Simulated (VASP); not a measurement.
# Ni (Fd-3m) in VASP: a series of runs, part 2 of 2

VASP 6.6.1.

## Step 5: Relaxation of cell and atoms, LDA

This run uses another cell than the first one, of 14.77 Å³/atom, 0.944 times its volume.

Contents of INCAR:

```
SYSTEM = Ni
  PREC = Accurate
  ENCUT = 600
  EDIFF = 1E-6
  ISMEAR = -1
  SIGMA = 0.1
  LREAL = .False.
  LASPH = .True.
  NELM = 80
  ALGO = Normal
  ISIF = 3
  LWAVE = .False.
  LCHARG = .False.
  GGA = CA
  IBRION = 2
  NSW = 80
  EDIFFG = -0.01
```

Contents of KPOINTS:

```
regular mesh
0
Gamma
  11 11 11
  0 0 0
```

Contents of POSCAR:

```
Ni
1.0
    0.0000000000      2.4534603088      2.4534603088
    2.4534603088      0.0000000000      2.4534603088
    2.4534603088      2.4534603088      0.0000000000
Ni
2
Direct
    0.1250000000      0.1250000000      0.1250000000
    0.8750000000      0.8750000000      0.8750000000
```

Command:

```console
cat potpaw_LDA.64/Ni/POTCAR > POTCAR
mpirun -np 1 vasp_std > vasp.out
```

Run time: 23 s. Hardware: 1 thread of Intel Xeon 6975P-C (Granite Rapids), shared host; peak memory 0.15 GiB.

It converged, with:

| Property | Result |
| --- | --- |
| Free energy | -10.3826 eV |
| Relaxed volume | 15.00 Å³/atom |
| Relaxed cell | a = 3.488 Å, b = 3.488 Å, c = 3.488 Å, α = 60.00°, β = 60.00°, γ = 60.00° |
| Space group after relaxing (to 0.05 Å) | Fd-3m (No. 227) |
| Energy gained by relaxing | 1.4 meV/atom |
| Ionic steps | 3 |
| Pressure after relaxing | 0.0 GPa |
| Band gap on the k mesh | zero (band 10 reaches 5.29 eV, above the bottom of band 11 at 4.96 eV) |

The path:
```tsv
step	energy change (eV)	largest force (eV/Å)	pressure (GPa)	volume (Å³)
1	0.0000	0.0000	1.94	29.54
2	-0.0018	0.0000	-1.13	30.31
3	-0.0028	0.0000	-0.02	30.01
```

Final structure:
```yaml
crystal:
  lattice:
    - [0.00000, 2.46648, 2.46648]
    - [2.46648, 0.00000, 2.46648]
    - [2.46648, 2.46648, 0.00000]
  atoms:
    - { symbol: Ni, position: [0.12500, 0.12500, 0.12500] }
    - { symbol: Ni, position: [0.87500, 0.87500, 0.87500] }
```

Levels at points of the mesh, in eV from the Fermi level:
```tsv
k point	band 6	band 7	band 8	band 9	band 10	band 11	band 12	band 13	band 14
(0.00, 0.00, 0.00)	-2.88	-1.24	-1.24	-1.24	-0.08	-0.08	12.78	12.78	12.78
```

Caveat: the run has no spin polarisation, though such a crystal can be magnetic.

## Step 6: Single point, LDA

This run uses another cell than the first one, of 15.04 Å³/atom, 0.962 times its volume.

Contents of INCAR:

```
  PREC = Accurate
  ENCUT = 520
  EDIFF = 1E-6
  ISMEAR = -1
  SIGMA = 0.1
  LREAL = F
  LASPH = T
  NELM = 80
  ALGO = Normal
  ISIF = 2
  LWAVE = F
  LCHARG = F
  GGA = CA
  NBANDS = 17
```

Contents of KPOINTS:

```
Automatic mesh
0
Gamma
  18 18 18
```

Contents of POSCAR:

```
Ni
1.0
    0.0000000000      2.4681546017      2.4681546017
    2.4681546017      0.0000000000      2.4681546017
    2.4681546017      2.4681546017      0.0000000000
Ni
2
Direct
    0.1250000000      0.1250000000      0.1250000000
    0.8750000000      0.8750000000      0.8750000000
```

Potentials or basis: VASP PAW LDA potentials, release 64 (Ni).

Command:

```console
cat potpaw_LDA.64/Ni/POTCAR > POTCAR
mpirun -np 1 vasp_std > vasp.out
```

OUTCAR:

```text
PREC = Accurate
   ENCUT = 520
   EDIFF = 1E-6
   ISMEAR = -1
   LREAL = F
   LASPH = T
   NELM = 80
   ISIF = 2
   GGA = CA

 ion  position               nearest neighbor table
   1  0.125  0.125  0.125-   2 2.14   2 2.14   2 2.14   2 2.14
   2  0.875  0.875  0.875-   1 2.14   1 2.14   1 2.14   1 2.14

  LATTYP: Found a face centered cubic cell.
 ALAT       =     4.9363092034

  Lattice vectors:

 A1 = (   0.0000000000,   2.4681546017,   2.4681546017)
 A2 = (   2.4681546017,   0.0000000000,   2.4681546017)
 A3 = (   2.4681546017,   2.4681546017,   0.0000000000)

Analysis of symmetry for initial positions (statically):
=====================================================================
 Subroutine PRICEL returns:
 Original cell was already a primitive cell.

 Routine SETGRP: Setting up the symmetry group for a
 face centered cubic supercell.

 Subroutine GETGRP returns: Found 48 space group operations
[... 155 lines left out ...]
   NGX = 13   NGY = 13   NGZ = 13

 number of electron      20.0000020 magnetization

 Free energy of the ion-electron system (eV)
  ---------------------------------------------------
  ext. energy  EPLUGINS =         0.00000000
  ---------------------------------------------------
  free energy    TOTEN  =       -10.38401273 eV

  energy without entropy =      -10.18346912  energy(sigma->0) =      -10.28374092

 E-fermi :   5.1704     XC(G=0): -11.5006

 val. band max:        5.1689273974   @ k =  -0.2778   0.3889   0.1111
 cond. band min:       5.1705104303   @ k =   0.2778   0.1111   0.0556
 fundamental gap:      0.0015830330
 Fermi energy:         5.1703602335

 k-point     1 :       0.0000    0.0000    0.0000
  band No.  band energies     occupation
      1      -1.6980      2.00000
      2       2.2214      2.00000
      3       2.2214      2.00000
      4       2.3024      2.00000
      5       2.3024      2.00000
      6       2.3024      2.00000
[... 457 lines left out ...]
      4       2.3652      2.00000
      5       2.5682      2.00000
      6       2.7065      2.00000
[... 9 lines left out ...]
     16      19.4124      0.00000
     17      20.2954      0.00000

 [... further k-points ...]
[... 5 lines left out ...]
  --------------------------------------------------------------------------------------
  -------------------------------------------------------------------------------------
  Total       -0.0412535     -0.0412535     -0.0412535      0.0000000      0.0000000      0.0000000
  in kB       -2.1979803     -2.1979803     -2.1979803      0.0000000      0.0000000      0.0000000
  external PRESSURE =      -2.1979803 kB  Pullay stress =       0.0000000 kB

 VOLUME and BASIS-vectors are now :
 -----------------------------------------------------------------------------
  energy-cutoff  :      520.00
  volume of cell :       30.07
      direct lattice vectors                 reciprocal lattice vectors
     0.000000000  2.468154602  2.468154602    -0.202580503  0.202580503  0.202580503
     2.468154602  0.000000000  2.468154602     0.202580503 -0.202580503  0.202580503
     2.468154602  2.468154602  0.000000000     0.202580503  0.202580503 -0.202580503

 POSITION                                       TOTAL-FORCE (eV/Angst)
 -----------------------------------------------------------------------------------
      0.61704      0.61704      0.61704        -0.000000     -0.000000     -0.000000
      4.31927      4.31927      4.31927         0.000000      0.000000      0.000000
 -----------------------------------------------------------------------------------
    total drift:                                0.000000      0.000000     -0.000000

  FREE ENERGIE OF THE ION-ELECTRON SYSTEM (eV)
  ---------------------------------------------------
  free  energy   TOTEN  =       -10.3840127267 eV

  energy  without entropy=      -10.1834691182  energy(sigma->0) =      -10.28374092
```

OSZICAR:

```text
N       E                     dE             d eps       ncg     rms          rms(c)
DAV:   1     0.925755032502E+02    0.92576E+02   -0.95293E+03  6710   0.157E+03
DAV:   2    -0.859644723277E+01   -0.10117E+03   -0.94496E+02  6658   0.247E+02
DAV:   3    -0.119436046695E+02   -0.33472E+01   -0.32766E+01  7456   0.609E+01
DAV:   4    -0.119833160896E+02   -0.39711E-01   -0.39696E-01  8336   0.586E+00
DAV:   5    -0.119842117494E+02   -0.89566E-03   -0.89562E-03  7657   0.798E-01    0.122E+01
DAV:   6    -0.116454697431E+02    0.33874E+00   -0.15783E+01  7543   0.720E+01    0.113E+01
DAV:   7    -0.104157458998E+02    0.12297E+01   -0.57246E+00  7629   0.357E+01    0.221E+00
DAV:   8    -0.103890554912E+02    0.26690E-01   -0.33026E-02  8220   0.161E+00    0.755E-01
DAV:   9    -0.103839866334E+02    0.50689E-02   -0.49013E-03 10002   0.926E-01    0.123E-01
DAV:  10    -0.103840098151E+02   -0.23182E-04   -0.22836E-04  7209   0.181E-01    0.325E-02
DAV:  11    -0.103840128818E+02   -0.30667E-05   -0.38315E-06  8438   0.212E-02    0.440E-03
DAV:  12    -0.103840127267E+02    0.15507E-06   -0.53833E-07  3735   0.115E-02
   1 F= -.10384013E+02 E0= -.10283741E+02  d E =-.200544E+00
```

Wall time 41 s (1 thread of Intel Xeon 6975P-C (Granite Rapids), shared host); peak memory 0.2 GiB.

What came out:

```yaml
Free_energy: -10.3840 eV
Pressure: -0.2 GPa
Band_gap_on_the_k_mesh: zero (band 10 reaches 5.26 eV, above the bottom of band 11 at 4.92 eV)
```

Caveat: the run has no spin polarisation, though such a crystal can be magnetic. Spin polarisation is off, so any magnetic state and its effect on volume and gap are missing.

## Step 7: Summary

| task | cell | k mesh | cutoff (eV) | gap on the mesh (eV) | pressure (GPa) |
| --- | --- | --- | --- | --- | --- |
| single point | a = 3.536 Å, angles 60.0°, 2 atoms | 12 × 12 × 12 | 520 | none | -4.4 |
| single point | a = 3.581 Å, angles 60.0°, 2 atoms | 12 × 12 × 12 | 520 | none | -7.7 |
| single point | a = 3.625 Å, angles 60.0°, 2 atoms | 12 × 12 × 12 | 520 | none | -10.4 |
| relaxation of cell and atoms | relaxed from a = 3.470 Å, angles 60.0°, 2 atoms | 11 × 11 × 11 | 600 | none | 0.0 |
| single point | a = 3.490 Å, angles 60.0°, 2 atoms | 18 × 18 × 18 | 520 | none | -0.2 |

Alike in all rows: level LDA; potentials or basis VASP PAW LDA potentials, release 64 (Ni); no spin polarisation; smearing fermi-dirac 0.1 eV.

Caveats: the run has no spin polarisation, though such a crystal can be magnetic.

Total energies depend on the potentials used, so only differences within one code and one set of settings carry meaning.
